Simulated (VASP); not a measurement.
Ag: single point with PBE

Crystal: Ag.

```
Ag
1.0
     0.06129    2.07375    2.07375
     2.07375    0.06129    2.07375
     2.07375    2.07375    0.06129
Ag
1
Direct
  0.00000 0.00000 0.00000
```

This cell differs from its parent crystal: equal xy, yz and zx shear strains of +3 %.

- Program: VASP 6.6.1
- Task: single point
- Functional: PBE
- Potentials or basis: VASP PAW PBE potentials, release 64 (Ag)
- Cutoff: 520 eV
- k mesh: 15 × 15 × 15
- Occupations: fermi-dirac, width 0.05 eV
- Spin: no spin polarisation
- Dipole correction: no
- Further INCAR settings: ALGO = Normal; EDIFF = 1e-07; NBANDS = 12

```
Pressure : 4.8 GPa
```

Stress tensor (GPa, compression positive):
```
 4.80 -1.28 -1.28
-1.28  4.80 -1.28
-1.28 -1.28  4.80
```

Levels at points of the mesh, in eV from the Fermi level:
```tsv
k point	band 4	band 5	band 6	band 7	band 8	band 9
(0.00, 0.00, 0.00)	-4.83	-3.84	-3.84	15.81	18.64	20.05
```

Wall time 20 s on 1 thread of Intel(R) Xeon(R) 6975P-C (Granite Rapids) (shared host), peak memory 0.19 GiB.

Caveat: the cell differs from its parent crystal (equal xy, yz and zx shear strains of +3 %).
